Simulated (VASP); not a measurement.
# Si (Fd-3m) in VASP: a series of runs, part 2 of 3

VASP 6.6.1. Earlier steps stand in the parts before.

## Step 3: Single point, HSE06 (strain +4.0%)

POSCAR reads:

```
Si
1.0
    0.0000000000      2.8310036514      2.8310036514
    2.8310036514      0.0000000000      2.8310036514
    2.8310036514      2.8310036514      0.0000000000
Si
2
Direct
    0.0000000000      0.0000000000      0.0000000000
    0.2500000000      0.2500000000      0.2500000000
```

INCAR.step1 reads:

```
SYSTEM = Si
PREC = Accurate
ENCUT = 520
EDIFF = 1E-5
ISMEAR = 0
SIGMA = 0.01
LREAL = .FALSE.
LASPH = .TRUE.
NELM = 80
ALGO = Normal
ISIF = 2
LWAVE = .TRUE.
LCHARG = .FALSE.
GGA = PE
NBANDS = 11
```

INCAR.step2 reads:

```
SYSTEM = Si
PREC = Accurate
ENCUT = 520
EDIFF = 1E-6
ISMEAR = 0
SIGMA = 0.01
LREAL = .FALSE.
LASPH = .TRUE.
NELM = 80
ALGO = Normal
ISIF = 2
LWAVE = .FALSE.
LCHARG = .FALSE.
GGA = PE
LHFCALC = .TRUE.
HFSCREEN = 0.2079
PRECFOCK = Normal
ISTART = 1
NBANDS = 11
```

KPOINTS reads:

```
Automatic mesh
0
G
  6 6 6
  0 0 0
```

Potentials or basis: VASP PAW PBE potentials, release 64 (Si).

Launch:

```bash
$ cat potpaw_PBE.64/Si/POTCAR > POTCAR
$ cp INCAR.step1 INCAR
$ mpirun -np 1 vasp_std > vasp.out
$ cp INCAR.step2 INCAR
$ mpirun -np 1 vasp_std > vasp.out
```

OUTCAR:

```text
SYSTEM = Si
   PREC = Accurate
   ENCUT = 520
   EDIFF = 1E-6
   ISMEAR = 0
   LREAL = .FALSE.
   LASPH = .TRUE.
   NELM = 80
   ISIF = 2
   GGA = PE
   LHFCALC = .TRUE.
   HFSCREEN = 0.2079
   PRECFOCK = Normal
   ISTART = 1

 ion  position               nearest neighbor table
   1  0.000  0.000  0.000-   2 2.45   2 2.45   2 2.45   2 2.45
   2  0.250  0.250  0.250-   1 2.45   1 2.45   1 2.45   1 2.45

  LATTYP: Found a face centered cubic cell.
 ALAT       =     5.6620073028

  Lattice vectors:

 A1 = (   0.0000000000,   2.8310036514,   2.8310036514)
 A2 = (   2.8310036514,   0.0000000000,   2.8310036514)
 A3 = (   2.8310036514,   2.8310036514,   0.0000000000)

Analysis of symmetry for initial positions (statically):
=====================================================================
 Subroutine PRICEL returns:
 Original cell was already a primitive cell.

 Routine SETGRP: Setting up the symmetry group for a
 face centered cubic supercell.

 Subroutine GETGRP returns: Found 48 space group operations
 (whereof 24 operations were pure point group operations)
 out of a pool of 48 trial point group operations.

The static configuration has the point symmetry T_d .
 The point group associated with its full space group is O_h .

Analysis of symmetry for dynamics (positions and initial velocities):
=====================================================================
 Subroutine PRICEL returns:
 Original cell was already a primitive cell.

 Routine SETGRP: Setting up the symmetry group for a
 face centered cubic supercell.

 Subroutine GETGRP returns: Found 48 space group operations
 (whereof 24 operations were pure point group operations)
 out of a pool of 48 trial point group operations.

The dynamic configuration has the point symmetry T_d .
 The point group associated with its full space group is O_h .

 Subroutine INISYM returns: Found 48 space group operations
 (whereof 24 operations are pure point group operations),
 and found     1 'primitive' translations

[... 119 lines left out ...]
   HFSCREENC=   0.2079 screening length for correlation (either q_TF or 0.3 A-1)
   ENCUTFOCK=  -1.0 apply spherical cutoff to Coloumb kernel
   IVDW    =     0    specifies the selected vdW correction
   LEPSILON=     F    determine dielectric tensor
   LRPA    =     F    only Hartree local field effects (RPA)
 non-spin polarized calculation
 Gauss-broadening in eV      SIGMA  =   0.01
  energy-cutoff  :      520.00
  volume of cell :       45.38
 maximum number of plane-waves:      1243
 NGX is ok and might be reduce to    30
  NGX = 24; NGY = 24; NGZ = 24

 number of electron       8.0000000 magnetization

 Free energy of the ion-electron system (eV)
  ---------------------------------------------------
  ext. energy  EPLUGINS =         0.00000000
  ---------------------------------------------------
  free energy    TOTEN  =       -12.36176134 eV

  energy without entropy =      -12.36176134  energy(sigma->0) =      -12.36176134

 E-fermi :   4.3480     XC(G=0):  -7.4704

 val. band max:        4.2880001696   @ k =   0.0000   0.0000   0.0000
 cond. band min:       5.7493657302   @ k =   0.3333   0.3333   0.0000
 fundamental gap:      1.4613655606
 Fermi energy:         4.3480082983

 k-point     1 :       0.0000    0.0000    0.0000
  band No.  band energies     occupation
      1      -8.1212      2.00000
      2       4.2880      2.00000
      3       4.2880      2.00000
      4       4.2880      2.00000
      5       7.1045      0.00000
      6       7.5335      0.00000
      7       7.5335      0.00000
      8       7.5335      0.00000
      9      12.5634      0.00000
     10      12.9559      0.00000
     11      12.9559      0.00000
[... 197 lines left out ...]
 k-point    16 :      -0.3333    0.5000    0.1667
  band No.  band energies     occupation
      1      -3.8781      2.00000
      2      -3.8781      2.00000
      3       0.8253      2.00000
      4       0.8253      2.00000
      5       7.7236      0.00000
      6       7.7236      0.00000
      7      11.5874      0.00000
      8      11.5874      0.00000
      9      15.3625      0.00000
     10      15.3625      0.00000
     11      17.5783      0.00000

------------------------ aborting loop because EDIFF is reached ----------------------------------------

  FORCE on cell =-STRESS in cart. coord.  units (eV):
  Direction    XX          YY          ZZ          XY          YZ          ZX
  --------------------------------------------------------------------------------------
  -------------------------------------------------------------------------------------
  Total       -2.6616309     -2.6616309     -2.6616309     -0.0000000     -0.0000000     -0.0000000
  in kB      -93.9738728    -93.9738728    -93.9738728     -0.0000000     -0.0000000     -0.0000000
  external PRESSURE =     -93.9738728 kB  Pullay stress =       0.0000000 kB

 VOLUME and BASIS-vectors are now :
 -----------------------------------------------------------------------------
  energy-cutoff  :      520.00
  volume of cell :       45.38
      direct lattice vectors                 reciprocal lattice vectors
     0.000000000  2.831003651  2.831003651    -0.176615809  0.176615809  0.176615809
     2.831003651  0.000000000  2.831003651     0.176615809 -0.176615809  0.176615809
     2.831003651  2.831003651  0.000000000     0.176615809  0.176615809 -0.176615809

 POSITION                                       TOTAL-FORCE (eV/Angst)
 -----------------------------------------------------------------------------------
      0.00000      0.00000      0.00000        -0.000000      0.000000     -0.000000
      1.41550      1.41550      1.41550         0.000000     -0.000000      0.000000
 -----------------------------------------------------------------------------------
    total drift:                                0.000000      0.000001      0.000001

  FREE ENERGIE OF THE ION-ELECTRON SYSTEM (eV)
  ---------------------------------------------------
  free  energy   TOTEN  =       -12.3617613433 eV

  energy  without entropy=      -12.3617613433  energy(sigma->0) =      -12.36176134
```

OUTCAR.step1:

```text
SYSTEM = Si
   PREC = Accurate
   ENCUT = 520
   EDIFF = 1E-5
   ISMEAR = 0
   LREAL = .FALSE.
   LASPH = .TRUE.
[... 437 lines left out ...]
      0.00000      0.00000      0.00000         0.000000      0.000000      0.000000
      1.41550      1.41550      1.41550        -0.000000     -0.000000     -0.000000
 -----------------------------------------------------------------------------------
    total drift:                               -0.000000     -0.000000     -0.000000

  FREE ENERGIE OF THE ION-ELECTRON SYSTEM (eV)
  ---------------------------------------------------
  free  energy   TOTEN  =       -10.7138294001 eV

  energy  without entropy=      -10.7138294001  energy(sigma->0) =      -10.71382940
```

It took 26 min on 1 thread of AMD EPYC, shared host; peak memory 0.24 GiB.

Results:

```yaml
Free_energy: -12.3618 eV
Pressure: -9.4 GPa
Band_gap_on_the_k_mesh: 1.46 eV (least direct gap 2.82 eV)
```

Levels at points of the mesh, in eV from the valence-band top:
```csv
k point,band 2,band 3,band 4,band 5,band 6,band 7
"(0.00, 0.00, 0.00)",0.00,0.00,0.00,2.82,3.25,3.25
"(0.50, 0.00, 0.00)",-7.12,-1.19,-1.19,1.75,4.15,4.15
"(0.50, 0.50, 0.00)",-8.26,-2.79,-2.79,1.50,1.50,10.38
```

Caveat: the cell differs from its parent crystal (strain +4.0%); the cell stands under tension; the PAW data sets were made with another functional, which shifts forces and pressure a little.

## Step 4: Single point, HSE06 (strain -2.0%)

POSCAR reads:

```
Si
1.0
    0.0000000000      2.6676765177      2.6676765177
    2.6676765177      0.0000000000      2.6676765177
    2.6676765177      2.6676765177      0.0000000000
Si
2
Direct
    0.0000000000      0.0000000000      0.0000000000
    0.2500000000      0.2500000000      0.2500000000
```

INCAR.step1 reads:

```
SYSTEM = Si
  ALGO = Normal
  EDIFF = 1E-5
  ENCUT = 520
  GGA = PE
  ISIF = 2
  ISMEAR = 0
  LASPH = .True.
  LCHARG = .False.
  LREAL = .False.
  LWAVE = .True.
  NBANDS = 11
  NELM = 80
  PREC = Accurate
  SIGMA = 0.01
```

INCAR.step2 reads:

```
SYSTEM = Si
  ALGO = Normal
  EDIFF = 1E-6
  ENCUT = 520
  GGA = PE
  HFSCREEN = 0.2079
  ISIF = 2
  ISMEAR = 0
  ISTART = 1
  LASPH = .True.
  LCHARG = .False.
  LHFCALC = .True.
  LREAL = .False.
  LWAVE = .False.
  NBANDS = 11
  NELM = 80
  PREC = Accurate
  PRECFOCK = Normal
  SIGMA = 0.01
```

KPOINTS reads:

```
k-points
0
Gamma
  6 6 6
  0 0 0
```

Potentials or basis: VASP PAW PBE potentials, release 64 (Si).

Launch:

```bash
$ cat potpaw_PBE.64/Si/POTCAR > POTCAR
$ cp INCAR.step1 INCAR
$ mpirun -np 1 vasp_std > vasp.out
$ cp INCAR.step2 INCAR
$ mpirun -np 1 vasp_std > vasp.out
```

OUTCAR:

```text
SYSTEM = Si
   EDIFF = 1E-6
   ENCUT = 520
   GGA = PE
   HFSCREEN = 0.2079
   ISIF = 2
   ISMEAR = 0
   ISTART = 1
   LASPH = .True.
   LHFCALC = .True.
   LREAL = .False.
   NELM = 80
   PREC = Accurate
   PRECFOCK = Normal

 ion  position               nearest neighbor table
   1  0.000  0.000  0.000-   2 2.31   2 2.31   2 2.31   2 2.31
   2  0.250  0.250  0.250-   1 2.31   1 2.31   1 2.31   1 2.31

  LATTYP: Found a face centered cubic cell.
 ALAT       =     5.3353530354

  Lattice vectors:

 A1 = (   0.0000000000,   2.6676765177,   2.6676765177)
 A2 = (   2.6676765177,   0.0000000000,   2.6676765177)
 A3 = (   2.6676765177,   2.6676765177,   0.0000000000)

Analysis of symmetry for initial positions (statically):
=====================================================================
 Subroutine PRICEL returns:
 Original cell was already a primitive cell.

 Routine SETGRP: Setting up the symmetry group for a
 face centered cubic supercell.

 Subroutine GETGRP returns: Found 48 space group operations
 (whereof 24 operations were pure point group operations)
 out of a pool of 48 trial point group operations.

The static configuration has the point symmetry T_d .
 The point group associated with its full space group is O_h .

Analysis of symmetry for dynamics (positions and initial velocities):
=====================================================================
 Subroutine PRICEL returns:
 Original cell was already a primitive cell.

 Routine SETGRP: Setting up the symmetry group for a
 face centered cubic supercell.

 Subroutine GETGRP returns: Found 48 space group operations
 (whereof 24 operations were pure point group operations)
 out of a pool of 48 trial point group operations.

The dynamic configuration has the point symmetry T_d .
 The point group associated with its full space group is O_h .

 Subroutine INISYM returns: Found 48 space group operations
 (whereof 24 operations are pure point group operations),
 and found     1 'primitive' translations

----------------------------------------------------------------------------------------

                                     Primitive cell

  volume of cell :      37.9690

  direct lattice vectors                    reciprocal lattice vectors
     0.000000000  2.667676518  2.667676518    -0.187429022  0.187429022  0.187429022
     2.667676518  0.000000000  2.667676518     0.187429022 -0.187429022  0.187429022
     2.667676518  2.667676518  0.000000000     0.187429022  0.187429022 -0.187429022

  length of vectors
     3.772664311  3.772664311  3.772664311     0.324636588  0.324636588  0.324636588

  position of ions in fractional coordinates (direct lattice)
     0.000000000  0.000000000  0.000000000
     0.250000000  0.250000000  0.250000000

  ion indices of the primitive-cell ions
   primitive index   ion index
                 1           1
                 2           2

----------------------------------------------------------------------------------------

 KPOINTS: k-points

Automatic generation of k-mesh.
 Grid dimensions read from file:
 generate k-points for:    6    6    6

 Generating k-lattice:

  Cartesian coordinates                     Fractional coordinates (reciprocal lattice)
    -0.031238170  0.031238170  0.031238170     0.166666667  0.000000000  0.000000000
[... 40 lines left out ...]
 SYSTEM =  Si
   PREC   = accura    normal or accurate (medium, high low for compatibility)
   ISTART =      1    job   : 0-new  1-cont  2-samecut
   ICHARG =      0    charge: 1-file 2-atom 10-const
   ISPIN  =      1    spin polarized calculation?
   LNONCOLLINEAR =      F non collinear calculations
   LSORBIT =      F    spin-orbit coupling
   LASPH  =      T    aspherical Exc in radial PAW
   ENCUT  =  520.0 eV  38.22 Ry    6.18 a.u.   7.01  7.01  7.01*2*pi/ulx,y,z
   NELM   =     80;   NELMIN=  2; NELMDL=  0     # of ELM steps
   EDIFF  = 0.1E-05   stopping-criterion for ELM
   LREAL  =      F    real-space projection
   EDIFFG = 0.1E-04   stopping-criterion for IOM
   NSW    =      0    number of steps for IOM
   IBRION =     -1    ionic relax: 0-MD 1-quasi-New 2-CG
   NFREE  =      0    steps in history (QN), initial steepest desc. (CG)
   ISIF   =      2    stress and relaxation
   ISYM   =      3    0-nonsym 1-usesym 2-fastsym
   POTIM  = 0.5000    time-step for ionic-motion
   TEBEG  =    0.0;   TEEND  =   0.0 temperature during run
   PSTRESS=    0.0 pullay stress
   NELECT =       8.0000    total number of electrons
   NUPDOWN=      -1.0000    fix difference up-down
   EMIN   =  10.00;   EMAX   =-10.00  energy-range for DOS
   EFERMI =   0.00;   METHOD = LEGACY
   ISMEAR =     0;   SIGMA  =   0.01  broadening in eV -4-tet -1-fermi 0-gaus
   EFERMI_NEDOS =   21; number of points for ismear=-14 and -15
   IALGO  =     38    algorithm
   IMIX   =      1    mixing-type and parameters
     AMIX     =   0.40;   BMIX     =  1.00
     AMIX_MAG =   1.60;   BMIX_MAG =  1.00
  volume/ion in A,a.u.               =      18.98       128.11
  Fermi-wavevector in a.u.,A,eV,Ry     =   0.974156  1.840887 12.911645  0.948979
  Thomas-Fermi vector in A             =   2.104593
   LORBIT       =      0    0 simple, 1 ext, 2 COOP (PROOUT), +10 PAW based schemes
   GGA     = PE    functional components
   LHFCALC =     T    Hartree Fock is set to
   PRECFOCK=normal    Normal, Fast or Accurate (Low or Medium for compatibility)
   ENCUT4O =  -1.0   cutoff for four orbital integrals eV
   NKREDX  =     1    reduce k-point grid by
   NKREDY  =     1    reduce k-point grid by
   NKREDZ  =     1    reduce k-point grid by
   AEXX    =    0.2500 exact exchange contribution
   HFSCREEN=    0.2079 screening length (either q_TF or 0.3 A-1)
   HFSCREENC=   0.2079 screening length for correlation (either q_TF or 0.3 A-1)
   ENCUTFOCK=  -1.0 apply spherical cutoff to Coloumb kernel
   IVDW    =     0    specifies the selected vdW correction
   LEPSILON=     F    determine dielectric tensor
   LRPA    =     F    only Hartree local field effects (RPA)
 non-spin polarized calculation
 Gauss-broadening in eV      SIGMA  =   0.01
  energy-cutoff  :      520.00
  volume of cell :       37.97
 maximum number of plane-waves:      1034
  NGX = 24; NGY = 24; NGZ = 24

 number of electron       8.0000000 magnetization

 Free energy of the ion-electron system (eV)
  ---------------------------------------------------
  ext. energy  EPLUGINS =         0.00000000
  ---------------------------------------------------
  free energy    TOTEN  =       -12.49344165 eV

  energy without entropy =      -12.49344165  energy(sigma->0) =      -12.49344165

 E-fermi :   6.0772     XC(G=0):  -8.0103

 val. band max:        6.0249742059   @ k =   0.0000   0.0000   0.0000
 cond. band min:       7.2064610194   @ k =   0.5000   0.5000   0.0000
 fundamental gap:      1.1814868135
 Fermi energy:         6.0772052661

 k-point     1 :       0.0000    0.0000    0.0000
  band No.  band energies     occupation
      1      -7.6679      2.00000
      2       6.0250      2.00000
      3       6.0250      2.00000
      4       6.0250      2.00000
      5       9.3775      0.00000
      6       9.3775      0.00000
      7       9.3775      0.00000
      8      11.0210      0.00000
      9      14.8517      0.00000
     10      14.8517      0.00000
     11      15.0585      0.00000
[... 197 lines left out ...]
 k-point    16 :      -0.3333    0.5000    0.1667
  band No.  band energies     occupation
      1      -2.6805      2.00000
      2      -2.6805      2.00000
      3       1.8262      2.00000
      4       1.8262      2.00000
      5       9.4792      0.00000
      6       9.4792      0.00000
      7      14.0569      0.00000
      8      14.0569      0.00000
      9      18.2750      0.00000
     10      18.2750      0.00000
     11      20.8219      0.00000

------------------------ aborting loop because EDIFF is reached ----------------------------------------

  FORCE on cell =-STRESS in cart. coord.  units (eV):
  Direction    XX          YY          ZZ          XY          YZ          ZX
  --------------------------------------------------------------------------------------
  -------------------------------------------------------------------------------------
  Total        1.4540608      1.4540608      1.4540608      0.0000000      0.0000000      0.0000000
  in kB       61.3569367     61.3569367     61.3569367      0.0000000      0.0000000      0.0000000
  external PRESSURE =      61.3569367 kB  Pullay stress =       0.0000000 kB

 VOLUME and BASIS-vectors are now :
 -----------------------------------------------------------------------------
  energy-cutoff  :      520.00
  volume of cell :       37.97
      direct lattice vectors                 reciprocal lattice vectors
     0.000000000  2.667676518  2.667676518    -0.187429022  0.187429022  0.187429022
     2.667676518  0.000000000  2.667676518     0.187429022 -0.187429022  0.187429022
     2.667676518  2.667676518  0.000000000     0.187429022  0.187429022 -0.187429022

 POSITION                                       TOTAL-FORCE (eV/Angst)
 -----------------------------------------------------------------------------------
      0.00000      0.00000      0.00000        -0.000000     -0.000000     -0.000000
      1.33384      1.33384      1.33384         0.000000      0.000000      0.000000
 -----------------------------------------------------------------------------------
    total drift:                                0.000000      0.000000      0.000000

  FREE ENERGIE OF THE ION-ELECTRON SYSTEM (eV)
  ---------------------------------------------------
  free  energy   TOTEN  =       -12.4934416463 eV

  energy  without entropy=      -12.4934416463  energy(sigma->0) =      -12.49344165
```

Run time: 10 min. Hardware: 1 thread of Intel Xeon Platinum 8259CL at 2.50GHz (Skylake/Cascade Lake), shared host; peak memory 0.26 GiB.

What came out:

```yaml
Free_energy: -12.4934 eV
Pressure: 6.1 GPa
Band_gap_on_the_k_mesh: 1.18 eV (least direct gap 3.35 eV)
```

Levels at points of the mesh, in eV from the valence-band top:
```
           k point  band 1  band 2  band 3  band 4  band 5  band 6  band 7  band 8
(0.00, 0.00, 0.00)  -13.69    0.00    0.00    0.00    3.35    3.35    3.35    5.00
(0.50, 0.00, 0.00)  -10.95   -8.00   -1.36   -1.36    2.45    4.11    4.11    8.69
(0.50, 0.50, 0.00)   -8.86   -8.86   -3.29   -3.29    1.18    1.18   11.98   11.98
```

Caveat: the cell differs from its parent crystal (strain -2.0%); the cell stands under pressure; the PAW data sets were made with another functional, which shifts forces and pressure a little. A k mesh can miss the band edges.

(Part 2 of 3 ends here.)
